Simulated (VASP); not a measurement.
# GeB4P (F-43m) in VASP: a series of runs

GeB4P is run at these levels: PBE; tasks: single point.

All numbers are computed with VASP 6.6.1; they aren't measurements. Logs are shortened: lines on timing, memory, paths and dates and some standing lists are left out, and cuts for length are marked.

### 1 The cell of the first run

Symmetry: F-43m, No. 216, cubic system. The conventional cell has a = 6.797 Å, b = 6.797 Å, c = 6.797 Å, α = 90.00°, β = 90.00°, γ = 90.00°. Within 3.7 Å of Ge (site symmetry -43m) lie 12 B at 2.78 Å and 6 P at 3.40 Å. Within 2.3 Å of B (site symmetry 3m) lie 3 B at 1.72 Å and 1 P at 1.89 Å. Within 2.5 Å of P (site symmetry -43m) lie 4 B at 1.89 Å.

The cell was generated, and may not be a known phase.

### 2 Single point, PBE

INCAR reads:

```
SYSTEM = GeB4P
PREC     = Accurate       ! precision mode
ENCUT    = 520            ! plane-wave cutoff, eV
EDIFF    = 1E-6           ! SCF threshold, eV
ISMEAR   = 0              ! smearing method
SIGMA    = 0.1            ! smearing width, eV
LREAL    = .FALSE.        ! projectors in reciprocal space
LASPH    = .TRUE.         ! aspherical terms in the spheres
NELM     = 100            ! most SCF steps
ALGO     = Normal         ! electronic algorithm
ISIF     = 2              ! what is computed and relaxed
LWAVE    = .FALSE.        ! write WAVECAR
LCHARG   = .FALSE.        ! write CHGCAR
GGA      = PE             ! functional
NBANDS   = 24             ! bands
```

KPOINTS reads:

```
regular mesh
0
G
  4 4 4
  0 0 0
```

POSCAR reads:

```
GeB4P
1.0
    0.0000000000      3.3986925364      3.3986925364
    3.3986925364      0.0000000000      3.3986925364
    3.3986925364      3.3986925364      0.0000000000
Ge B P
1 4 1
Direct
    0.0000000000      0.0000000000      0.0000000000
    0.3393202709      0.3393202709      0.3393202709
    0.3393202709      0.3393202709      0.9820391874
    0.3393202709      0.9820391874      0.3393202709
    0.9820391874      0.3393202709      0.3393202709
    0.5000000000      0.5000000000      0.5000000000
```

Potentials or basis: VASP PAW PBE potentials, release 64 (Ge_d, B, P).

Started as:

```console
$ cat potpaw_PBE.64/Ge_d/POTCAR potpaw_PBE.64/B/POTCAR potpaw_PBE.64/P/POTCAR > POTCAR
$ mpirun -np 1 vasp_std > vasp.out
```

OUTCAR:

```text
SYSTEM = GeB4P
   PREC = Accurate
   ENCUT = 520
   EDIFF = 1E-6
   ISMEAR = 0
   LREAL = .FALSE.
   LASPH = .TRUE.
   NELM = 100
   ISIF = 2
   GGA = PE

 ion  position               nearest neighbor table
   1  0.000  0.000  0.000-
   2  0.339  0.339  0.339-   3 1.72   4 1.72   5 1.72   6 1.89
   3  0.339  0.339  0.982-   2 1.72   4 1.72   5 1.72   6 1.89
   4  0.339  0.982  0.339-   2 1.72   3 1.72   5 1.72   6 1.89
   5  0.982  0.339  0.339-   2 1.72   3 1.72   4 1.72   6 1.89
   6  0.500  0.500  0.500-   2 1.89   3 1.89   4 1.89   5 1.89

  LATTYP: Found a face centered cubic cell.
 ALAT       =     6.7973850728

  Lattice vectors:

 A1 = (   0.0000000000,   3.3986925364,   3.3986925364)
 A2 = (   3.3986925364,   0.0000000000,   3.3986925364)
 A3 = (   3.3986925364,   3.3986925364,   0.0000000000)

Analysis of symmetry for initial positions (statically):
=====================================================================
 Subroutine PRICEL returns:
 Original cell was already a primitive cell.

 Routine SETGRP: Setting up the symmetry group for a
 face centered cubic supercell.

 Subroutine GETGRP returns: Found 24 space group operations
 (whereof 24 operations were pure point group operations)
 out of a pool of 48 trial point group operations.

The static configuration has the point symmetry T_d .

Analysis of symmetry for dynamics (positions and initial velocities):
=====================================================================
 Subroutine PRICEL returns:
 Original cell was already a primitive cell.

 Routine SETGRP: Setting up the symmetry group for a
 face centered cubic supercell.

 Subroutine GETGRP returns: Found 24 space group operations
 (whereof 24 operations were pure point group operations)
 out of a pool of 48 trial point group operations.

The dynamic configuration has the point symmetry T_d .

 Subroutine INISYM returns: Found 24 space group operations
 (whereof 24 operations are pure point group operations),
 and found     1 'primitive' translations

----------------------------------------------------------------------------------------

                                     Primitive cell

  volume of cell :      78.5173

  direct lattice vectors                    reciprocal lattice vectors
     0.000000000  3.398692536  3.398692536    -0.147115396  0.147115396  0.147115396
     3.398692536  0.000000000  3.398692536     0.147115396 -0.147115396  0.147115396
     3.398692536  3.398692536  0.000000000     0.147115396  0.147115396 -0.147115396

  length of vectors
     4.806477079  4.806477079  4.806477079     0.254811341  0.254811341  0.254811341

  position of ions in fractional coordinates (direct lattice)
     0.000000000  0.000000000  0.000000000
     0.339320271  0.339320271  0.339320271
     0.339320271  0.339320271  0.982039187
     0.339320271  0.982039187  0.339320271
     0.982039187  0.339320271  0.339320271
     0.500000000  0.500000000  0.500000000

  ion indices of the primitive-cell ions
   primitive index   ion index
                 1           1
                 2           2
                 3           3
                 4           4
                 5           5
                 6           6

----------------------------------------------------------------------------------------

 KPOINTS: regular mesh

Automatic generation of k-mesh.
 Grid dimensions read from file:
 generate k-points for:    4    4    4

 Generating k-lattice:

  Cartesian coordinates                     Fractional coordinates (reciprocal lattice)
    -0.036778849  0.036778849  0.036778849     0.250000000  0.000000000  0.000000000
     0.036778849 -0.036778849  0.036778849     0.000000000  0.250000000  0.000000000
     0.036778849  0.036778849 -0.036778849     0.000000000  0.000000000  0.250000000

  Length of vectors
     0.063702835  0.063702835  0.063702835

  Shift w.r.t. Gamma in fractional coordinates (k-lattice)
     0.000000000  0.000000000  0.000000000

 Subroutine IBZKPT returns following result:
 ===========================================

 Found      8 irreducible k-points:

 Following reciprocal coordinates:
            Coordinates               Weight
  0.000000  0.000000  0.000000      1.000000
  0.250000  0.000000  0.000000      8.000000
  0.500000  0.000000  0.000000      4.000000
  0.250000  0.250000  0.000000      6.000000
  0.500000  0.250000  0.000000     24.000000
 -0.250000  0.250000  0.000000     12.000000
  0.500000  0.500000  0.000000      3.000000
 -0.250000  0.500000  0.250000      6.000000
   k-points           NKPTS =      8   k-points in BZ     NKDIM =      8   number of bands    NBANDS=     24
   number of dos      NEDOS =    301   number of ions     NIONS =      6
   total plane-waves  NPLWV =  46656
   dimension x,y,z NGX =    36 NGY =   36 NGZ =   36
   dimension x,y,z NGXF=    72 NGYF=   72 NGZF=   72
   ions per type =               1   4   1
   NGX,Y,Z   is equivalent  to a cutoff of  12.45, 12.45, 12.45 a.u.
   NGXF,Y,Z  is equivalent  to a cutoff of  24.90, 24.90, 24.90 a.u.
 SYSTEM =  GeB4P
   PREC   = accura    normal or accurate (medium, high low for compatibility)
   ISTART =      0    job   : 0-new  1-cont  2-samecut
   ICHARG =      2    charge: 1-file 2-atom 10-const
   ISPIN  =      1    spin polarized calculation?
   LNONCOLLINEAR =      F non collinear calculations
   LSORBIT =      F    spin-orbit coupling
   LASPH  =      T    aspherical Exc in radial PAW
   ENCUT  =  520.0 eV  38.22 Ry    6.18 a.u.   8.94  8.94  8.94*2*pi/ulx,y,z
   NELM   =    100;   NELMIN=  2; NELMDL= -5     # of ELM steps
   EDIFF  = 0.1E-05   stopping-criterion for ELM
   LREAL  =      F    real-space projection
   EDIFFG = 0.1E-04   stopping-criterion for IOM
   NSW    =      0    number of steps for IOM
   IBRION =     -1    ionic relax: 0-MD 1-quasi-New 2-CG
   NFREE  =      0    steps in history (QN), initial steepest desc. (CG)
   ISIF   =      2    stress and relaxation
   ISYM   =      2    0-nonsym 1-usesym 2-fastsym
   POTIM  = 0.5000    time-step for ionic-motion
   TEBEG  =    0.0;   TEEND  =   0.0 temperature during run
   PSTRESS=    0.0 pullay stress
   NELECT =      31.0000    total number of electrons
   NUPDOWN=      -1.0000    fix difference up-down
   EMIN   =  10.00;   EMAX   =-10.00  energy-range for DOS
   EFERMI =   0.00;   METHOD = LEGACY
   ISMEAR =     0;   SIGMA  =   0.10  broadening in eV -4-tet -1-fermi 0-gaus
   EFERMI_NEDOS =   21; number of points for ismear=-14 and -15
   IALGO  =     38    algorithm
   IMIX   =      4    mixing-type and parameters
     AMIX     =   0.40;   BMIX     =  1.00
     AMIX_MAG =   1.60;   BMIX_MAG =  1.00
  volume/ion in A,a.u.               =      13.09        88.31
  Fermi-wavevector in a.u.,A,eV,Ry     =   1.200992  2.269546 19.624802  1.442382
  Thomas-Fermi vector in A             =   2.336813
   LORBIT       =      0    0 simple, 1 ext, 2 COOP (PROOUT), +10 PAW based schemes
   GGA     = PE    functional components
   LHFCALC =     F    Hartree Fock is set to
   AEXX    =    0.0000 exact exchange contribution
   IVDW    =     0    specifies the selected vdW correction
   LEPSILON=     F    determine dielectric tensor
   LRPA    =     F    only Hartree local field effects (RPA)
 non-spin polarized calculation
 Gauss-broadening in eV      SIGMA  =   0.10
  energy-cutoff  :      520.00
  volume of cell :       78.52
 maximum number of plane-waves:      2148
   NGX = 17   NGY = 17   NGZ = 17

 number of electron      31.0000010 magnetization

 Free energy of the ion-electron system (eV)
  ---------------------------------------------------
  ext. energy  EPLUGINS =         0.00000000
  ---------------------------------------------------
  free energy    TOTEN  =       -33.19797542 eV

  energy without entropy =      -33.18911420  energy(sigma->0) =      -33.19354481

 E-fermi :   4.8785     XC(G=0): -10.1191

 val. band max:        4.7729993645   @ k =   0.5000   0.0000   0.0000
 cond. band min:       4.9230156823   @ k =  -0.2500   0.5000   0.2500
 fundamental gap:      0.1500163178
 Fermi energy:         4.8785218746

 k-point     1 :       0.0000    0.0000    0.0000
  band No.  band energies     occupation
      1     -20.3737      2.00000
      2     -20.3737      2.00000
      3     -20.3719      2.00000
      4     -20.3719      2.00000
      5     -20.3719      2.00000
      6      -9.7103      2.00000
[... 16 lines left out ...]
     23      11.9108      0.00000
     24      13.4210      0.00000

 k-point     2 :       0.2500    0.0000    0.0000
  band No.  band energies     occupation
      1     -20.3737      2.00000
      2     -20.3737      2.00000
      3     -20.3718      2.00000
      4     -20.3716      2.00000
      5     -20.3715      2.00000
      6      -9.3492      2.00000
[... 16 lines left out ...]
     23      12.1113      0.00000
     24      13.8291      0.00000

 k-point     3 :       0.5000    0.0000    0.0000
  band No.  band energies     occupation
      1     -20.3738      2.00000
      2     -20.3738      2.00000
      3     -20.3718      2.00000
      4     -20.3712      2.00000
      5     -20.3712      2.00000
      6      -8.7488      2.00000
[... 16 lines left out ...]
     23      11.6152      0.00000
     24      13.9171      0.00000

 k-point     4 :       0.2500    0.2500    0.0000
  band No.  band energies     occupation
      1     -20.3740      2.00000
      2     -20.3734      2.00000
      3     -20.3722      2.00000
      4     -20.3713      2.00000
      5     -20.3713      2.00000
      6      -9.2229      2.00000
[... 16 lines left out ...]
     23      10.7397      0.00000
     24      12.6431      0.00000

 k-point     5 :       0.5000    0.2500    0.0000
  band No.  band energies     occupation
      1     -20.3740      2.00000
      2     -20.3734      2.00000
      3     -20.3721      2.00000
      4     -20.3711      2.00000
      5     -20.3710      2.00000
      6      -8.5732      2.00000
[... 16 lines left out ...]
     23      10.9477      0.00000
     24      11.6120      0.00000

 k-point     6 :      -0.2500    0.2500    0.0000
  band No.  band energies     occupation
      1     -20.3738      2.00000
      2     -20.3737      2.00000
      3     -20.3718      2.00000
      4     -20.3713      2.00000
      5     -20.3712      2.00000
      6      -8.8292      2.00000
[... 16 lines left out ...]
     23      11.9344      0.00000
     24      12.5040      0.00000

 k-point     7 :       0.5000    0.5000    0.0000
  band No.  band energies     occupation
      1     -20.3743      2.00000
      2     -20.3732      2.00000
      3     -20.3725      2.00000
      4     -20.3707      2.00000
      5     -20.3707      2.00000
      6      -8.1286      2.00000
[... 16 lines left out ...]
     23      10.2657      0.00000
     24      12.1562      0.00000

 k-point     8 :      -0.2500    0.5000    0.2500
  band No.  band energies     occupation
      1     -20.3740      2.00000
      2     -20.3734      2.00000
      3     -20.3720      2.00000
      4     -20.3712      2.00000
      5     -20.3707      2.00000
      6      -8.1224      2.00000
[... 16 lines left out ...]
     23      11.2012      0.00000
     24      11.3704      0.00000

------------------------ aborting loop because EDIFF is reached ----------------------------------------

  FORCE on cell =-STRESS in cart. coord.  units (eV):
  Direction    XX          YY          ZZ          XY          YZ          ZX
  --------------------------------------------------------------------------------------
  -------------------------------------------------------------------------------------
  Total       -0.1150220     -0.1150220     -0.1150220     -0.0000000      0.0000000      0.0000000
  in kB       -2.3470696     -2.3470696     -2.3470696     -0.0000000      0.0000000      0.0000000
  external PRESSURE =      -2.3470696 kB  Pullay stress =       0.0000000 kB

 VOLUME and BASIS-vectors are now :
 -----------------------------------------------------------------------------
  energy-cutoff  :      520.00
  volume of cell :       78.52
      direct lattice vectors                 reciprocal lattice vectors
     0.000000000  3.398692536  3.398692536    -0.147115396  0.147115396  0.147115396
     3.398692536  0.000000000  3.398692536     0.147115396 -0.147115396  0.147115396
     3.398692536  3.398692536  0.000000000     0.147115396  0.147115396 -0.147115396

 POSITION                                       TOTAL-FORCE (eV/Angst)
 -----------------------------------------------------------------------------------
      0.00000      0.00000      0.00000         0.000000      0.000000      0.000000
      2.30649      2.30649      2.30649         0.021488      0.021488      0.021488
      4.49089      4.49089      2.30649        -0.021488     -0.021488      0.021488
      4.49089      2.30649      4.49089        -0.021488      0.021488     -0.021488
      2.30649      4.49089      4.49089         0.021488     -0.021488     -0.021488
      3.39869      3.39869      3.39869         0.000000      0.000000      0.000000
 -----------------------------------------------------------------------------------
    total drift:                               -0.000000     -0.000000      0.000000

  FREE ENERGIE OF THE ION-ELECTRON SYSTEM (eV)
  ---------------------------------------------------
  free  energy   TOTEN  =       -33.1979754163 eV

  energy  without entropy=      -33.1891141991  energy(sigma->0) =      -33.19354481
```

It took 36 s on 1 thread of Oxide Virtual Turin-like, shared host; peak memory 0.17 GiB.

Results:

* Free energy: -33.1980 eV
* Pressure: -0.2 GPa
* Largest force: 0.037 eV/Å
* Band gap on the k mesh: zero (an odd number of electrons rules out a gap without spin polarisation)

Forces in eV/Å, atoms in the order of the input:
```
Ge   0.000  0.000  0.000
B    0.021  0.021  0.021
B   -0.021 -0.021  0.021
B   -0.021  0.021 -0.021
B    0.021 -0.021 -0.021
P    0.000  0.000  0.000
```

Levels at points of the mesh, in eV from the Fermi level:
```tsv
k point	band 14	band 15	band 16	band 17	band 18	band 19
(0.00, 0.00, 0.00)	-5.02	-0.75	-0.75	1.41	1.41	1.41
(0.50, 0.00, 0.00)	-2.88	-0.11	-0.11	1.85	1.85	2.06
(0.50, 0.50, 0.00)	-1.73	-1.42	1.03	2.40	2.40	2.71
```

Caveat: the k points lie up to 0.40 Å⁻¹ apart, too coarse for converged energies and pressures of a metal; an odd number of electrons without spin polarisation forces a metal; a magnetic or distorted state may lie lower.

### 3 Single point, PBE

This run uses another cell than the first one, of 23.77 Å³/atom.

INCAR reads:

```
ALGO     = Normal         # electronic algorithm
EDIFF    = 1E-6           # SCF threshold, eV
ENCUT    = 520            # plane-wave cutoff, eV
GGA      = PE             # functional
ISIF     = 2              # what is computed and relaxed
ISMEAR   = 0              # smearing method
LASPH    = T              # aspherical terms in the spheres
LCHARG   = F              # write CHGCAR
LREAL    = F              # projectors in reciprocal space
LWAVE    = F              # write WAVECAR
NBANDS   = 24             # bands
NELM     = 60             # most SCF steps
PREC     = Accurate       # precision mode
SIGMA    = 0.1            # smearing width, eV
```

KPOINTS reads:

```
k-points
0
Gamma
  4 4 4
```

POSCAR reads:

```
GeB4P
1.0
    0.0000000000      4.1469720200      4.1469720200
    4.1469720200      0.0000000000      4.1469720200
    4.1469720200      4.1469720200      0.0000000000
Ge B P
1 4 1
Direct
    0.0000000000      0.0000000000      0.0000000000
    0.3657349900      0.3657349900      0.3657349900
    0.3657349900      0.3657349900      0.9027950200
    0.3657349900      0.9027950200      0.3657349900
    0.9027950200      0.3657349900      0.3657349900
    0.5000000000      0.5000000000      0.5000000000
```

Potentials or basis: VASP PAW PBE potentials, release 64 (Ge_d, B, P).

Started as:

```console
$ cat potpaw_PBE.64/Ge_d/POTCAR potpaw_PBE.64/B/POTCAR potpaw_PBE.64/P/POTCAR > POTCAR
$ mpirun -np 1 vasp_std > vasp.out
```

It took 58 s on 1 thread of Oxide Virtual Turin-like, shared host; peak memory 0.28 GiB.

The run converged. Its results:

| Property | Result |
| --- | --- |
| Free energy | -22.4793 eV |
| Pressure | -13.2 GPa |
| Largest force | 2.807 eV/Å |
| Band gap on the k mesh | zero (an odd number of electrons rules out a gap without spin polarisation) |

Forces in eV/Å, atoms in the order of the input:
```
Ge   0.000  0.000  0.000
B   -1.620 -1.620 -1.620
B    1.620  1.620 -1.620
B    1.620 -1.620  1.620
B   -1.620  1.620  1.620
P    0.000  0.000  0.000
```

Levels at points of the mesh, in eV from the Fermi level:
```csv
k point,band 14,band 15,band 16,band 17,band 18,band 19
"(0.00, 0.00, 0.00)",-2.42,-0.42,-0.42,0.53,0.53,0.53
"(0.50, 0.00, 0.00)",-1.47,0.02,0.02,0.58,0.61,0.61
"(0.50, 0.50, 0.00)",-1.25,-0.91,0.17,0.17,0.79,0.94
```

Caveat: the cell stands under tension; an odd number of electrons without spin polarisation forces a metal; a magnetic or distorted state may lie lower.

The gap in the log of VASP goes by the Fermi energy; the results here count the filled bands.